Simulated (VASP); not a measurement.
Set up this calculation in VASP 6.6.1, as the native input.

- Task: single point
- Functional: PBEsol
- Potentials or basis: VASP PAW PBE potentials, release 64 (Al, Ga_d, N)
- Cutoff: 520 eV
- k mesh: 6 × 6 × 6
- Occupations: gaussian, width 0.05 eV
- Spin: no spin polarisation
- Dipole correction: no
- Further INCAR settings: ALGO = Normal; EDIFF = 1e-06; NBANDS = 41

The structure of AlGa3N4 lies in POSCAR:

```
AlGa3N4
1.0
    4.4676279409      0.0000000000      0.0000000000
    0.0000000000      4.4676279409      0.0000000000
    0.0000000000      0.0000000000      4.5793186394
Al Ga N
1 3 4
Direct
    0.0000000000      0.0000000000      0.0000000000
    0.5000000000      0.5000000000      0.0000000000
    0.5000000000      0.0000000000      0.5000000000
    0.0000000000      0.5000000000      0.5000000000
    0.7550309200      0.7550309200      0.2449690800
    0.7550309200      0.2449690800      0.7550309200
    0.2449690800      0.7550309200      0.7550309200
    0.2449690800      0.2449690800      0.2449690800
```

This cell differs from its parent crystal: strain +0.000 along x and y, +0.025 along z.

One way to write it, as run:

INCAR

```
PREC = Accurate
ENCUT = 520
EDIFF = 1E-6
ISMEAR = 0
SIGMA = 0.05
LREAL = False
LASPH = True
NELM = 100
ALGO = Normal
ISIF = 2
LWAVE = False
LCHARG = False
GGA = PS
NBANDS = 41
```

KPOINTS

```
regular mesh
0
Gamma
  6 6 6
```

Potentials or basis: VASP PAW PBE potentials, release 64 (Al, Ga_d, N).

Command:

```bash
$ cat potpaw_PBE.64/Al/POTCAR potpaw_PBE.64/Ga_d/POTCAR potpaw_PBE.64/N/POTCAR > POTCAR
$ mpirun -np 1 vasp_std > vasp.out
```

It gave:

```json
{"Pressure": "-4.7 GPa", "Largest force": "0.025 eV/Å", "Band gap on the k mesh": "2.10 eV, direct"}
```

Caveat: the cell differs from its parent crystal (strain +0.000 along x and y, +0.025 along z); the PAW data sets were made with another functional, which shifts forces and pressure a little.

Wall time 74 s on 1 thread of Intel(R) Xeon(R) 6975P-C (Granite Rapids), on a shared host, peak memory 0.26 GiB.
